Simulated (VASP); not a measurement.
# SiAu3 (Fm-3m) in VASP: notebook

Runs on SiAu3. Level: LDA. Tasks: single point.

Everything below comes from runs of VASP 6.6.1. Logs are shortened: lines on timing, memory, paths and dates and some standing lists are left out, and cuts for length are marked.

### Step 1. The cell of the first run

It takes space group Fm-3m (No. 225, cubic). The conventional cell has a = 6.571 Å, b = 6.571 Å, c = 6.571 Å, α = 90.00°, β = 90.00°, γ = 90.00°. Si (site symmetry m-3m) has 14 Au at 2.85 to 3.29 Å within 3.7 Å. Au (site symmetry -43m) has 4 Si at 2.85 Å and 10 Au at 2.85 to 3.29 Å within 3.7 Å. Within 3.7 Å of Au (site symmetry m-3m) lie 8 Au at 2.85 Å and 6 Si at 3.29 Å.

### Step 2. Single point, LDA

INCAR reads:

```
SYSTEM = SiAu3
  PREC = Accurate
  ENCUT = 520
  EDIFF = 1E-6
  ISMEAR = -1
  SIGMA = 0.1
  LREAL = .False.
  LASPH = .True.
  NELM = 80
  ALGO = Normal
  ISIF = 2
  LWAVE = .False.
  LCHARG = .False.
  GGA = CA
  NBANDS = 26
```

KPOINTS reads:

```
Automatic mesh
0
Gamma
  6 6 6
  0 0 0
```

POSCAR reads:

```
SiAu3
1.0
    0.0000000000      3.2857340000      3.2857340000
    3.2857340000      0.0000000000      3.2857340000
    3.2857340000      3.2857340000      0.0000000000
Si Au
1 3
Direct
    0.0000000000      0.0000000000      0.0000000000
    0.2500000000      0.2500000000      0.2500000000
    0.7500000000      0.7500000000      0.7500000000
    0.5000000000      0.5000000000      0.5000000000
```

Potentials or basis: VASP PAW LDA potentials, release 64 (Si, Au).

Run with:

```
> cat potpaw_LDA.64/Si/POTCAR potpaw_LDA.64/Au/POTCAR > POTCAR
> mpirun -np 1 vasp_std > vasp.out
```

OUTCAR:

```text
SYSTEM = SiAu3
   PREC = Accurate
   ENCUT = 520
   EDIFF = 1E-6
   ISMEAR = -1
   LREAL = .False.
   LASPH = .True.
   NELM = 80
   ISIF = 2
   GGA = CA

 ion  position               nearest neighbor table
   1  0.000  0.000  0.000-   2 2.85   3 2.85   3 2.85   3 2.85   3 2.85   2 2.85   2 2.85   2 2.85
                             4 3.29   4 3.29   4 3.29   4 3.29   4 3.29   4 3.29
   2  0.250  0.250  0.250-   1 2.85   4 2.85   1 2.85   1 2.85   1 2.85   4 2.85   4 2.85   4 2.85
                             3 3.29   3 3.29   3 3.29   3 3.29   3 3.29   3 3.29
   3  0.750  0.750  0.750-   1 2.85   4 2.85   4 2.85   4 2.85   4 2.85   1 2.85   1 2.85   1 2.85
                             2 3.29   2 3.29   2 3.29   2 3.29   2 3.29   2 3.29
   4  0.500  0.500  0.500-   2 2.85   3 2.85   2 2.85   2 2.85   2 2.85   3 2.85   3 2.85   3 2.85
                             1 3.29   1 3.29   1 3.29   1 3.29   1 3.29   1 3.29

  LATTYP: Found a face centered cubic cell.
 ALAT       =     6.5714680000

  Lattice vectors:

 A1 = (   0.0000000000,   3.2857340000,   3.2857340000)
 A2 = (   3.2857340000,   0.0000000000,   3.2857340000)
 A3 = (   3.2857340000,   3.2857340000,   0.0000000000)

Analysis of symmetry for initial positions (statically):
=====================================================================
 Subroutine PRICEL returns:
 Original cell was already a primitive cell.

 Routine SETGRP: Setting up the symmetry group for a
 face centered cubic supercell.

 Subroutine GETGRP returns: Found 48 space group operations
 (whereof 48 operations were pure point group operations)
 out of a pool of 48 trial point group operations.

The static configuration has the point symmetry O_h .

Analysis of symmetry for dynamics (positions and initial velocities):
=====================================================================
 Subroutine PRICEL returns:
 Original cell was already a primitive cell.

 Routine SETGRP: Setting up the symmetry group for a
 face centered cubic supercell.

 Subroutine GETGRP returns: Found 48 space group operations
 (whereof 48 operations were pure point group operations)
 out of a pool of 48 trial point group operations.

The dynamic configuration has the point symmetry O_h .

 Subroutine INISYM returns: Found 48 space group operations
 (whereof 48 operations are pure point group operations),
 and found     1 'primitive' translations

----------------------------------------------------------------------------------------

                                     Primitive cell

  volume of cell :      70.9459

  direct lattice vectors                    reciprocal lattice vectors
     0.000000000  3.285734000  3.285734000    -0.152173000  0.152173000  0.152173000
     3.285734000  0.000000000  3.285734000     0.152173000 -0.152173000  0.152173000
     3.285734000  3.285734000  0.000000000     0.152173000  0.152173000 -0.152173000

  length of vectors
     4.646729585  4.646729585  4.646729585     0.263571368  0.263571368  0.263571368

  position of ions in fractional coordinates (direct lattice)
     0.000000000  0.000000000  0.000000000
     0.250000000  0.250000000  0.250000000
     0.750000000  0.750000000  0.750000000
     0.500000000  0.500000000  0.500000000

  ion indices of the primitive-cell ions
   primitive index   ion index
                 1           1
                 2           2
                 3           3
                 4           4

----------------------------------------------------------------------------------------

 KPOINTS: Automatic mesh

Automatic generation of k-mesh.
 Grid dimensions read from file:
 generate k-points for:    6    6    6

 Generating k-lattice:

  Cartesian coordinates                     Fractional coordinates (reciprocal lattice)
    -0.025362167  0.025362167  0.025362167     0.166666667  0.000000000  0.000000000
     0.025362167 -0.025362167  0.025362167     0.000000000  0.166666667  0.000000000
     0.025362167  0.025362167 -0.025362167     0.000000000  0.000000000  0.166666667

  Length of vectors
     0.043928561  0.043928561  0.043928561

  Shift w.r.t. Gamma in fractional coordinates (k-lattice)
     0.000000000  0.000000000  0.000000000

 Subroutine IBZKPT returns following result:
 ===========================================

 Found     16 irreducible k-points:

 Following reciprocal coordinates:
            Coordinates               Weight
  0.000000  0.000000  0.000000      1.000000
  0.166667  0.000000  0.000000      8.000000
  0.333333  0.000000  0.000000      8.000000
  0.500000  0.000000  0.000000      4.000000
  0.166667  0.166667  0.000000      6.000000
  0.333333  0.166667  0.000000     24.000000
[... 8 lines left out ...]
 -0.333333  0.333333  0.166667     24.000000
 -0.333333  0.500000  0.166667     12.000000
   k-points           NKPTS =     16   k-points in BZ     NKDIM =     16   number of bands    NBANDS=     26
   number of dos      NEDOS =    301   number of ions     NIONS =      4
   total plane-waves  NPLWV =  46656
   dimension x,y,z NGX =    36 NGY =   36 NGZ =   36
   dimension x,y,z NGXF=    72 NGYF=   72 NGZF=   72
   ions per type =               1   3
   NGX,Y,Z   is equivalent  to a cutoff of  12.88, 12.88, 12.88 a.u.
   NGXF,Y,Z  is equivalent  to a cutoff of  25.76, 25.76, 25.76 a.u.
 SYSTEM =  SiAu3
   PREC   = accura    normal or accurate (medium, high low for compatibility)
   ISTART =      0    job   : 0-new  1-cont  2-samecut
   ICHARG =      2    charge: 1-file 2-atom 10-const
   ISPIN  =      1    spin polarized calculation?
   LNONCOLLINEAR =      F non collinear calculations
   LSORBIT =      F    spin-orbit coupling
   LASPH  =      T    aspherical Exc in radial PAW
   ENCUT  =  520.0 eV  38.22 Ry    6.18 a.u.   8.64  8.64  8.64*2*pi/ulx,y,z
   NELM   =     80;   NELMIN=  2; NELMDL= -5     # of ELM steps
   EDIFF  = 0.1E-05   stopping-criterion for ELM
   LREAL  =      F    real-space projection
   EDIFFG = 0.1E-04   stopping-criterion for IOM
   NSW    =      0    number of steps for IOM
   IBRION =     -1    ionic relax: 0-MD 1-quasi-New 2-CG
   NFREE  =      0    steps in history (QN), initial steepest desc. (CG)
   ISIF   =      2    stress and relaxation
   ISYM   =      2    0-nonsym 1-usesym 2-fastsym
   POTIM  = 0.5000    time-step for ionic-motion
   TEBEG  =    0.0;   TEEND  =   0.0 temperature during run
   PSTRESS=    0.0 pullay stress
   NELECT =      37.0000    total number of electrons
   NUPDOWN=      -1.0000    fix difference up-down
   EMIN   =  10.00;   EMAX   =-10.00  energy-range for DOS
   EFERMI =   0.00;   METHOD = LEGACY
   ISMEAR =    -1;   SIGMA  =   0.10  broadening in eV -4-tet -1-fermi 0-gaus
   EFERMI_NEDOS =   21; number of points for ismear=-14 and -15
   IALGO  =     38    algorithm
   IMIX   =      4    mixing-type and parameters
     AMIX     =   0.40;   BMIX     =  1.00
     AMIX_MAG =   1.60;   BMIX_MAG =  1.00
  volume/ion in A,a.u.               =      17.74       119.69
  Fermi-wavevector in a.u.,A,eV,Ry     =   1.317750  2.490186 23.626039  1.736465
  Thomas-Fermi vector in A             =   2.447769
   LORBIT       =      0    0 simple, 1 ext, 2 COOP (PROOUT), +10 PAW based schemes
   GGA     = CA    functional components
   LHFCALC =     F    Hartree Fock is set to
   AEXX    =    0.0000 exact exchange contribution
   IVDW    =     0    specifies the selected vdW correction
   LEPSILON=     F    determine dielectric tensor
   LRPA    =     F    only Hartree local field effects (RPA)
 non-spin polarized calculation
  energy-cutoff  :      520.00
  volume of cell :       70.95
 maximum number of plane-waves:      1932
 NGX is ok and might be reduce to    36
   NGX = 17   NGY = 17   NGZ = 17

 number of electron      36.9999999 magnetization

 Free energy of the ion-electron system (eV)
  ---------------------------------------------------
  ext. energy  EPLUGINS =         0.00000000
  ---------------------------------------------------
  free energy    TOTEN  =       -18.59183121 eV

  energy without entropy =      -18.54974348  energy(sigma->0) =      -18.57078734

 E-fermi :   8.9961     XC(G=0): -12.1844

 val. band max:        8.4966432137   @ k =  -0.1667   0.1667   0.0000
 cond. band min:       9.0106548277   @ k =   0.3333   0.3333   0.0000
 fundamental gap:      0.5140116140
 Fermi energy:         8.9960669550

 k-point     1 :       0.0000    0.0000    0.0000
  band No.  band energies     occupation
      1      -2.2173      2.00000
      2       2.4279      2.00000
      3       2.4279      2.00000
      4       2.6442      2.00000
      5       2.6442      2.00000
      6       2.6442      2.00000
[... 18 lines left out ...]
     25      14.9922      0.00000
     26      14.9922      0.00000

 k-point     2 :       0.1667    0.0000    0.0000
  band No.  band energies     occupation
      1      -1.9033      2.00000
      2       2.3105      2.00000
      3       2.3970      2.00000
      4       2.3970      2.00000
      5       2.8675      2.00000
      6       2.8675      2.00000
[... 18 lines left out ...]
     25      15.2803      0.00000
     26      15.2803      0.00000

 k-point     3 :       0.3333    0.0000    0.0000
  band No.  band energies     occupation
      1      -1.0577      2.00000
      2       1.7553      2.00000
      3       2.5250      2.00000
      4       2.5250      2.00000
      5       3.0233      2.00000
      6       3.0516      2.00000
[... 18 lines left out ...]
     25      16.3086      0.00000
     26      16.3086      0.00000

 k-point     4 :       0.5000    0.0000    0.0000
  band No.  band energies     occupation
      1      -0.2855      2.00000
      2       1.0565      2.00000
      3       2.6556      2.00000
      4       2.6556      2.00000
      5       2.9051      2.00000
      6       3.0645      2.00000
[... 18 lines left out ...]
     25      16.7855      0.00000
     26      17.3917      0.00000
[... 264 lines left out ...]
      1      -0.4919      2.00000
      2       1.4475      2.00000
      3       2.3963      2.00000
      4       2.7393      2.00000
      5       2.9211      2.00000
      6       3.0754      2.00000
[... 18 lines left out ...]
     25      16.9925      0.00000
     26      17.9278      0.00000

 k-point    15 :      -0.3333    0.3333    0.1667
  band No.  band energies     occupation
      1      -0.0934      2.00000
      2       1.6098      2.00000
      3       2.1033      2.00000
      4       2.5345      2.00000
      5       3.0784      2.00000
      6       3.1733      2.00000
[... 18 lines left out ...]
     25      16.2150      0.00000
     26      17.7568      0.00000

 k-point    16 :      -0.3333    0.5000    0.1667
  band No.  band energies     occupation
      1      -0.0249      2.00000
      2       1.7316      2.00000
      3       1.9890      2.00000
      4       2.3829      2.00000
      5       3.1305      2.00000
      6       3.2745      2.00000
[... 18 lines left out ...]
     25      16.9445      0.00000
     26      17.6640      0.00000

------------------------ aborting loop because EDIFF is reached ----------------------------------------

  FORCE on cell =-STRESS in cart. coord.  units (eV):
  Direction    XX          YY          ZZ          XY          YZ          ZX
  --------------------------------------------------------------------------------------
  -------------------------------------------------------------------------------------
  Total       -4.4588985     -4.4588985     -4.4588985      0.0000000     -0.0000000      0.0000000
  in kB     -100.6957095   -100.6957095   -100.6957095      0.0000000     -0.0000000      0.0000000
  external PRESSURE =    -100.6957095 kB  Pullay stress =       0.0000000 kB

 VOLUME and BASIS-vectors are now :
 -----------------------------------------------------------------------------
  energy-cutoff  :      520.00
  volume of cell :       70.95
      direct lattice vectors                 reciprocal lattice vectors
     0.000000000  3.285734000  3.285734000    -0.152173000  0.152173000  0.152173000
     3.285734000  0.000000000  3.285734000     0.152173000 -0.152173000  0.152173000
     3.285734000  3.285734000  0.000000000     0.152173000  0.152173000 -0.152173000

 POSITION                                       TOTAL-FORCE (eV/Angst)
 -----------------------------------------------------------------------------------
      0.00000      0.00000      0.00000        -0.000000     -0.000000     -0.000000
      1.64287      1.64287      1.64287         0.000000      0.000000      0.000000
      4.92860      4.92860      4.92860         0.000000     -0.000000     -0.000000
      3.28573      3.28573      3.28573        -0.000000     -0.000000     -0.000000
 -----------------------------------------------------------------------------------
    total drift:                                0.000000      0.000000      0.000000

  FREE ENERGIE OF THE ION-ELECTRON SYSTEM (eV)
  ---------------------------------------------------
  free  energy   TOTEN  =       -18.5918312112 eV

  energy  without entropy=      -18.5497434775  energy(sigma->0) =      -18.57078734
```

It took 42 s on 1 thread of Intel Xeon 6975P-C, shared host; peak memory 0.18 GiB.

Results:

```
Free energy : -18.5918 eV
Pressure    : -10.1 GPa
```

Caveat: spin-orbit coupling is left out, which moves the levels of the heavy elements.

### Step 3. Single point, LDA

This run uses another cell than the first one, of 18.45 Å³/atom, 1.040 times its volume.

INCAR reads:

```
PREC = Accurate ; ENCUT = 520
EDIFF = 1E-6 ; ISMEAR = -1
SIGMA = 0.1 ; LREAL = F
LASPH = T ; NELM = 80
ALGO = Normal ; ISIF = 2
LWAVE = F ; LCHARG = T
GGA = CA ; LELF = T
LVHAR = T ; NBANDS = 26
```

KPOINTS reads:

```
regular mesh
0
Gamma
  6 6 6
```

POSCAR reads:

```
SiAu3
1.0
    0.0000000000      3.3289723006      3.3289723006
    3.3289723006      0.0000000000      3.3289723006
    3.3289723006      3.3289723006      0.0000000000
Si Au
1 3
Direct
    0.0000000000      0.0000000000      0.0000000000
    0.2500000000      0.2500000000      0.2500000000
    0.7500000000      0.7500000000      0.7500000000
    0.5000000000      0.5000000000      0.5000000000
```

Potentials or basis: VASP PAW LDA potentials, release 64 (Si, Au).

Run with:

```
> cat potpaw_LDA.64/Si/POTCAR potpaw_LDA.64/Au/POTCAR > POTCAR
> mpirun -np 1 vasp_std > vasp.out
```

OUTCAR:

```text
PREC = Accurate
   ENCUT = 520
   EDIFF = 1E-6
   ISMEAR = -1
   LREAL = F
   LASPH = T
   NELM = 80
   ISIF = 2
   GGA = CA

 ion  position               nearest neighbor table
   1  0.000  0.000  0.000-   3 2.88   3 2.88   3 2.88   2 2.88   3 2.88   2 2.88   2 2.88   2 2.88
                             4 3.33   4 3.33   4 3.33   4 3.33   4 3.33   4 3.33
   2  0.250  0.250  0.250-   1 2.88   1 2.88   1 2.88   1 2.88   4 2.88   4 2.88   4 2.88   4 2.88
                             3 3.33   3 3.33   3 3.33   3 3.33   3 3.33   3 3.33
   3  0.750  0.750  0.750-   4 2.88   4 2.88   4 2.88   1 2.88   4 2.88   1 2.88   1 2.88   1 2.88
                             2 3.33   2 3.33   2 3.33   2 3.33   2 3.33   2 3.33
[... 656 lines left out ...]
  -------------------------------------------------------------------------------------
  Total       -6.2298439     -6.2298439     -6.2298439      0.0000000     -0.0000000      0.0000000
  in kB     -135.2780109   -135.2780109   -135.2780109      0.0000000     -0.0000000      0.0000000
  external PRESSURE =    -135.2780109 kB  Pullay stress =       0.0000000 kB

 VOLUME and BASIS-vectors are now :
 -----------------------------------------------------------------------------
  energy-cutoff  :      520.00
  volume of cell :       73.78
      direct lattice vectors                 reciprocal lattice vectors
     0.000000000  3.328972301  3.328972301    -0.150196504  0.150196504  0.150196504
     3.328972301  0.000000000  3.328972301     0.150196504 -0.150196504  0.150196504
     3.328972301  3.328972301  0.000000000     0.150196504  0.150196504 -0.150196504

 POSITION                                       TOTAL-FORCE (eV/Angst)
 -----------------------------------------------------------------------------------
      0.00000      0.00000      0.00000         0.000000     -0.000000      0.000000
      1.66449      1.66449      1.66449        -0.000000      0.000000     -0.000000
      4.99346      4.99346      4.99346         0.000000     -0.000000     -0.000000
      3.32897      3.32897      3.32897         0.000000     -0.000000      0.000000
 -----------------------------------------------------------------------------------
    total drift:                                0.000000      0.000000      0.000000

  FREE ENERGIE OF THE ION-ELECTRON SYSTEM (eV)
  ---------------------------------------------------
  free  energy   TOTEN  =       -18.3831996155 eV

  energy  without entropy=      -18.3407105131  energy(sigma->0) =      -18.36195506
```

OSZICAR:

```text
N       E                     dE             d eps       ncg     rms          rms(c)
DAV:   1     0.200780273896E+03    0.20078E+03   -0.18055E+04   832   0.130E+03
DAV:   2    -0.136602184373E+02   -0.21444E+03   -0.20342E+03   886   0.277E+02
DAV:   3    -0.197058822476E+02   -0.60457E+01   -0.59527E+01   970   0.434E+01
DAV:   4    -0.197496160092E+02   -0.43734E-01   -0.43702E-01   918   0.404E+00
DAV:   5    -0.197499779971E+02   -0.36199E-03   -0.36198E-03   914   0.402E-01    0.126E+01
DAV:   6    -0.184559288442E+02    0.12940E+01   -0.44006E+00   900   0.159E+01    0.901E+00
DAV:   7    -0.184048528474E+02    0.51076E-01   -0.11309E-01   892   0.213E+00    0.501E+00
DAV:   8    -0.183846750788E+02    0.20178E-01   -0.44899E-02   856   0.887E-01    0.371E-01
DAV:   9    -0.183833954546E+02    0.12796E-02   -0.26968E-03   880   0.314E-01    0.183E-01
DAV:  10    -0.183831989804E+02    0.19647E-03   -0.10065E-03   872   0.166E-01    0.444E-02
DAV:  11    -0.183831992913E+02   -0.31096E-06   -0.27446E-05   898   0.421E-02    0.203E-02
DAV:  12    -0.183831996155E+02   -0.32421E-06   -0.56980E-07   574   0.668E-03
   1 F= -.18383200E+02 E0= -.18361955E+02  d E =-.424891E-01
```

Run time: 37 s. Hardware: 1 thread of Intel Xeon 6975P-C, shared host; peak memory 0.18 GiB.

Results:

```
Free energy : -18.3832 eV
Pressure    : -13.5 GPa
```

Caveat: spin-orbit coupling is left out, which moves the levels of the heavy elements.

### Step 4. Single point, LDA

This run uses another cell than the first one, of 19.16 Å³/atom, 1.080 times its volume.

INCAR reads:

```
SYSTEM = SiAu3
ALGO = Normal
EDIFF = 1E-7
ENCUT = 520
GGA = CA
ISIF = 2
ISMEAR = -1
LASPH = .True.
LCHARG = .True.
LELF = .True.
LREAL = .False.
LVHAR = .True.
LWAVE = .False.
NBANDS = 26
NELM = 60
PREC = Accurate
SIGMA = 0.1
```

KPOINTS reads:

```
k-points
0
Gamma
  6 6 6
  0 0 0
```

POSCAR reads:

```
SiAu3
1.0
    0.0000000000      3.3711156643      3.3711156643
    3.3711156643      0.0000000000      3.3711156643
    3.3711156643      3.3711156643      0.0000000000
Si Au
1 3
Direct
    0.0000000000      0.0000000000      0.0000000000
    0.2500000000      0.2500000000      0.2500000000
    0.7500000000      0.7500000000      0.7500000000
    0.5000000000      0.5000000000      0.5000000000
```

Run with:

```
> cat potpaw_LDA.64/Si/POTCAR potpaw_LDA.64/Au/POTCAR > POTCAR
> mpirun -np 1 vasp_std > vasp.out
```

It took 52 s on 1 thread of Intel Xeon 6975P-C, shared host; peak memory 0.18 GiB.

The run converged. Its results:

```yaml
Free_energy: -18.1213 eV
Pressure: -16.1 GPa
```

Levels at points of the mesh, in eV from the Fermi level:
```
           k point  band 15  band 16  band 17  band 18  band 19  band 20  band 21  band 22
(0.00, 0.00, 0.00)    -3.13    -3.13    -2.36     1.49     1.49     1.49     1.88     3.77
(0.50, 0.00, 0.00)    -3.08    -3.08    -2.69    -0.97     1.34     1.34     2.29     2.74
(0.50, 0.50, 0.00)    -2.83    -2.83    -2.70    -2.41    -2.41    -0.10     0.69     5.23
```

Caveat: spin-orbit coupling is left out, which moves the levels of the heavy elements.

(Continued in part 2 of 2.)
